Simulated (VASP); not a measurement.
# TiSi16 (a cell with a defect) in VASP: single point with PBEsol

Aim: the single point of TiSi16 (a cell with a defect) with PBEsol.

All numbers are computed with VASP 6.6.1; they aren't measurements. Logs are shortened: lines on timing, memory, paths and dates and some standing lists are left out, and cuts for length are marked.

### 1 The cell of the first run

The cell holds a defect, 17 atoms: a = 7.679 Å, b = 7.679 Å, c = 7.679 Å, α = 60.00°, β = 60.00°, γ = 60.00°.

### 2 Single point, PBEsol

INCAR

```
SYSTEM = TiSi16
PREC = Accurate ; ENCUT = 520
EDIFF = 1E-7 ; ISMEAR = -1
SIGMA = 0.02 ; LREAL = Auto
LASPH = .TRUE. ; NELM = 60
ALGO = Normal ; ISIF = 2
LWAVE = .FALSE. ; LCHARG = .FALSE.
GGA = PS ; NBANDS = 52
```

KPOINTS

```
Automatic mesh
0
G
  2 2 2
  0 0 0
```

POSCAR

```
TiSi16
1.0
    0.0000000000      5.4300000000      5.4300000000
    5.4300000000      0.0000000000      5.4300000000
    5.4300000000      5.4300000000      0.0000000000
Si Ti
16 1
Direct
    0.0041411772      0.0042631380     -0.0118146412
    0.1283502651      0.1284938710      0.1216602334
    0.0038887040      0.0039480229      0.5038372488
    0.1250365384      0.1253581581      0.6246311649
   -0.0038850269      0.5018430862      0.0014916230
    0.1287343638      0.6222732641      0.1218071562
    0.0042039521      0.4888451734      0.5038641635
    0.1285592386      0.6219633151      0.6281726456
    0.5017025132     -0.0037304642      0.0014663644
    0.6221017227      0.1288819186      0.1218280335
    0.4885606326      0.0043503063      0.5038932994
    0.6218300801      0.1286601704      0.6281324092
    0.5020288798      0.5021801201      0.0016391953
    0.6255791615      0.6257432827      0.1250956281
    0.5018544252      0.5019674666      0.4956493080
    0.6221558904      0.6223448781      0.6283268962
    0.8751749824      0.8753952924      0.3748380717
```

Potentials or basis: VASP PAW PBE potentials, release 64 (Si, Ti_sv).

The run is started by

```console
$ cat potpaw_PBE.64/Si/POTCAR potpaw_PBE.64/Ti_sv/POTCAR > POTCAR
$ mpirun -np 1 vasp_std > vasp.out
```

OUTCAR:

```text
SYSTEM = TiSi16
   PREC = Accurate
   ENCUT = 520
   EDIFF = 1E-7
   ISMEAR = -1
   LREAL = Auto
   LASPH = .TRUE.
   NELM = 60
   ISIF = 2
   GGA = PS

 ion  position               nearest neighbor table
   1  0.004  0.004  0.988-   4 2.28   2 2.39   6 2.40  10 2.40  17 2.42
   2  0.128  0.128  0.122-   5 2.34   9 2.34   1 2.39   3 2.40  17 2.75
   3  0.004  0.004  0.504-   4 2.28   8 2.40  12 2.40   2 2.40  17 2.42
   4  0.125  0.125  0.625-   3 2.28   7 2.28  11 2.28   1 2.28
   5  0.996  0.502  0.001-  14 2.32   8 2.34   2 2.34   6 2.34
   6  0.129  0.622  0.122-  13 2.34   5 2.34   1 2.40   7 2.40  17 2.75
   7  0.004  0.489  0.504-   4 2.28   8 2.39  16 2.40   6 2.40  17 2.42
   8  0.129  0.622  0.628-  15 2.34   5 2.34   7 2.39   3 2.40  17 2.75
   9  0.502  0.996  0.001-  14 2.32  12 2.34   2 2.34  10 2.34
  10  0.622  0.129  0.122-  13 2.34   9 2.34   1 2.40  11 2.40  17 2.75
  11  0.489  0.004  0.504-   4 2.28  12 2.39  16 2.40  10 2.40  17 2.42
  12  0.622  0.129  0.628-  15 2.34   9 2.34  11 2.39   3 2.40  17 2.75
  13  0.502  0.502  0.002-  14 2.32   6 2.34  10 2.34  16 2.34
  14  0.626  0.626  0.125-   9 2.32   5 2.32  15 2.32  13 2.32
  15  0.502  0.502  0.496-  14 2.32   8 2.34  12 2.34  16 2.34
  16  0.622  0.622  0.628-  13 2.34  15 2.34  11 2.40   7 2.40  17 2.75
  17  0.875  0.875  0.375-   3 2.42   7 2.42  11 2.42   1 2.42  16 2.75  10 2.75   6 2.75   2 2.75
                            12 2.75   8 2.75

  LATTYP: Found a face centered cubic cell.
 ALAT       =    10.8600000000

  Lattice vectors:

 A1 = (   0.0000000000,   5.4300000000,   5.4300000000)
 A2 = (   5.4300000000,   0.0000000000,   5.4300000000)
 A3 = (   5.4300000000,   5.4300000000,   0.0000000000)

Analysis of symmetry for initial positions (statically):
=====================================================================
 Subroutine PRICEL returns:
 Original cell was already a primitive cell.

 Routine SETGRP: Setting up the symmetry group for a
 face centered cubic supercell.

 Subroutine GETGRP returns: Found  1 space group operations
 (whereof  1 operations were pure point group operations)
 out of a pool of 48 trial point group operations.

The static configuration has the point symmetry C_1 .

Analysis of symmetry for dynamics (positions and initial velocities):
=====================================================================
 Subroutine PRICEL returns:
 Original cell was already a primitive cell.

 Routine SETGRP: Setting up the symmetry group for a
 face centered cubic supercell.

 Subroutine GETGRP returns: Found  1 space group operations
 (whereof  1 operations were pure point group operations)
 out of a pool of 48 trial point group operations.

The dynamic configuration has the point symmetry C_1 .

[... 120 lines left out ...]
   TEBEG  =    0.0;   TEEND  =   0.0 temperature during run
   PSTRESS=    0.0 pullay stress
   NELECT =      76.0000    total number of electrons
   NUPDOWN=      -1.0000    fix difference up-down
   EMIN   =  10.00;   EMAX   =-10.00  energy-range for DOS
   EFERMI =   0.00;   METHOD = LEGACY
   ISMEAR =    -1;   SIGMA  =   0.02  broadening in eV -4-tet -1-fermi 0-gaus
   EFERMI_NEDOS =   21; number of points for ismear=-14 and -15
   IALGO  =     38    algorithm
   IMIX   =      4    mixing-type and parameters
     AMIX     =   0.40;   BMIX     =  1.00
     AMIX_MAG =   1.60;   BMIX_MAG =  1.00
  volume/ion in A,a.u.               =      18.84       127.11
  Fermi-wavevector in a.u.,A,eV,Ry     =   1.013607  1.915439 13.978610  1.027399
  Thomas-Fermi vector in A             =   2.146786
   LORBIT       =      0    0 simple, 1 ext, 2 COOP (PROOUT), +10 PAW based schemes
   GGA     = PS    functional components
   LHFCALC =     F    Hartree Fock is set to
   AEXX    =    0.0000 exact exchange contribution
   IVDW    =     0    specifies the selected vdW correction
   LEPSILON=     F    determine dielectric tensor
   LRPA    =     F    only Hartree local field effects (RPA)
 non-spin polarized calculation
  energy-cutoff  :      520.00
  volume of cell :      320.21
 maximum number of plane-waves:      8646
 NGX is ok and might be reduce to    60
   NGX = 29   NGY = 29   NGZ = 29

 number of electron      75.9999998 magnetization

 Free energy of the ion-electron system (eV)
  ---------------------------------------------------
  ext. energy  EPLUGINS =         0.00000000
  ---------------------------------------------------
  free energy    TOTEN  =       -98.32640212 eV

  energy without entropy =      -98.30277327  energy(sigma->0) =      -98.31458769

 E-fermi :   6.8238     XC(G=0):  -9.8811

 val. band max:        6.7831861692   @ k =   0.5000   0.5000   0.0000
 cond. band min:       6.8530986296   @ k =   0.0000   0.0000   0.5000
 fundamental gap:      0.0699124604
 Fermi energy:         6.8237615663

 k-point     1 :       0.0000    0.0000    0.0000
  band No.  band energies     occupation
      1     -49.7238      2.00000
      2     -26.2031      2.00000
      3     -26.2020      2.00000
      4     -26.2002      2.00000
      5      -5.7867      2.00000
      6      -3.5501      2.00000
[... 413 lines left out ...]
     49       9.7584      0.00000
     50      10.4233      0.00000
 [bands above 50 left out]

------------------------ aborting loop because EDIFF is reached ----------------------------------------

  FORCE on cell =-STRESS in cart. coord.  units (eV):
  Direction    XX          YY          ZZ          XY          YZ          ZX
  --------------------------------------------------------------------------------------
  -------------------------------------------------------------------------------------
  Total        4.1457293      4.1385593      4.1754459     -0.0176103     -0.0051279      0.0052784
  in kB       20.7435000     20.7076245     20.8921898     -0.0881146     -0.0256578      0.0264109
  external PRESSURE =      20.7811048 kB  Pullay stress =       0.0000000 kB

 VOLUME and BASIS-vectors are now :
 -----------------------------------------------------------------------------
  energy-cutoff  :      520.00
  volume of cell :      320.21
      direct lattice vectors                 reciprocal lattice vectors
     0.000000000  5.430000000  5.430000000    -0.092081031  0.092081031  0.092081031
     5.430000000  0.000000000  5.430000000     0.092081031 -0.092081031  0.092081031
     5.430000000  5.430000000  0.000000000     0.092081031  0.092081031 -0.092081031

 POSITION                                       TOTAL-FORCE (eV/Angst)
 -----------------------------------------------------------------------------------
      5.38900      5.38833      0.04564        -0.027694     -0.027949      0.032428
      1.35834      1.35756      1.39466        -0.000413      0.000101     -0.024075
      2.75727      2.75695      0.04255         0.030845      0.030159      0.033269
      4.07244      4.07070      1.35964         0.000418      0.002825     -0.002936
      2.73311      5.41700      8.13391         0.009719     -0.012053     -0.012139
      4.04036      1.36044      4.07797         0.023966     -0.001028      0.002017
[... 9 lines left out ...]
      6.79115      6.79012      6.75764         0.001758      0.000981      0.021177
      6.78877      6.78757      9.50560         0.003897     -0.002854      0.009147
 -----------------------------------------------------------------------------------
    total drift:                                0.004012     -0.000893      0.010039

  FREE ENERGIE OF THE ION-ELECTRON SYSTEM (eV)
  ---------------------------------------------------
  free  energy   TOTEN  =       -98.3264021214 eV

  energy  without entropy=      -98.3027732662  energy(sigma->0) =      -98.31458769
```

Wall time 3.3 min (1 thread of AMD EPYC 9R45 (Zen 5), shared host); peak memory 0.47 GiB.

What came out:

```yaml
Free_energy: -98.3264 eV
Pressure: 2.1 GPa
Largest_force: 0.056 eV/Å
Band_gap_on_the_k_mesh: zero (bands 38 and 39 overlap by 0.41 eV)
```

Forces on the atoms (eV/Å):
```
Si  -0.028 -0.028  0.032
Si   0.000  0.000 -0.024
Si   0.031  0.030  0.033
Si   0.000  0.003 -0.003
Si   0.010 -0.012 -0.012
Si   0.024 -0.001  0.002
Si  -0.032  0.033 -0.032
Si   0.001 -0.024  0.000
Si  -0.012  0.009 -0.011
Si  -0.001  0.025  0.001
Si   0.032 -0.031 -0.029
Si  -0.024  0.001 -0.001
Si   0.010  0.010  0.010
Si  -0.004 -0.002 -0.008
Si  -0.013 -0.013  0.011
Si   0.002  0.001  0.021
Ti   0.004 -0.003  0.009
```

Caveat: the k points lie up to 0.50 Å⁻¹ apart; the PAW data sets were made with another functional, which shifts forces and pressure a little.

The gap in the log of VASP goes by the Fermi energy; the results here count the filled bands.